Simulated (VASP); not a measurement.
**Ge: relaxation of cell and atoms with PBEsol**

The system is Ge.

```xyz
2
Lattice="0.0000 2.6455 2.6455 2.6455 0.0000 2.6455 2.6455 2.6455 0.0000" Properties=species:S:1:pos:R:3 pbc="T T T"
Ge    2.6455    2.6455    2.6455
Ge    3.9683    3.9683    3.9683
```

| Item | Value |
| --- | --- |
| Program | VASP 6.6.1 |
| Task | relaxation of cell and atoms |
| Functional | PBEsol |
| Potentials or basis | VASP PAW PBE potentials, release 64 (Ge_d) |
| Cutoff | 600 eV |
| k mesh | 14 × 14 × 14 |
| Occupations | gaussian, width 0.1 eV |
| Spin | no spin polarisation |
| Target pressure | 25 GPa |
| Dipole correction | no |
| Further INCAR settings | ALGO = Normal; EDIFF = 1e-06; IBRION = 2; EDIFFG = -0.008; NSW = 70; ISIF = 3 |

```
Relaxed volume                                             : 18.33 Å³/atom
Relaxed cell                                               : a = 3.729 Å, b = 3.729 Å, c = 3.729 Å, α = 60.00°, β = 60.00°, γ = 60.00°
Space group after relaxing (to 0.1 Å)                      : Fd-3m (No. 227)
Energy change on relaxing (the run minimises the enthalpy) : +28.2 meV/atom
Ionic steps                                                : 3
Pressure after relaxing                                    : 25.1 GPa
Band gap on the k mesh                                     : 0.13 eV (least direct gap 2.06 eV)
```

Step by step:
| step | energy change (eV) | largest force (eV/Å) | pressure (GPa) | volume (Å³) |
| --- | --- | --- | --- | --- |
| 1 | 0.0000 | 0.0000 | 23.31 | 37.03 |
| 2 | 0.1659 | 0.0000 | 28.04 | 36.00 |
| 3 | 0.0563 | 0.0000 | 25.05 | 36.66 |

Final structure:
```xyz
2
Lattice="0.0000 2.6366 2.6366 2.6366 0.0000 2.6366 2.6366 2.6366 0.0000" Properties=species:S:1:pos:R:3 pbc="T T T"
Ge    2.6366    2.6366    2.6366
Ge    3.9549    3.9549    3.9549
```

Levels at points of the mesh, in eV from the valence-band top:
```tsv
k point	band 11	band 12	band 13	band 14	band 15	band 16	band 17	band 18
(0.00, 0.00, 0.00)	-14.62	0.00	0.00	0.00	2.06	2.58	2.58	2.58
(0.50, 0.00, 0.00)	-11.93	-8.84	-1.78	-1.78	0.85	3.75	3.75	6.95
(0.50, 0.50, 0.00)	-9.85	-9.85	-3.93	-3.93	0.31	0.31	11.34	11.34
```

Run time: 73 s on 1 thread of Intel(R) Xeon(R) 6975P-C (Granite Rapids), with other jobs on the host, peak memory 0.21 GiB.

Caveat: the cell is relaxed towards a set pressure, so the run minimises the enthalpy, not the energy; the PAW data sets were made with another functional, which shifts forces and pressure a little. A k mesh can miss the band edges.
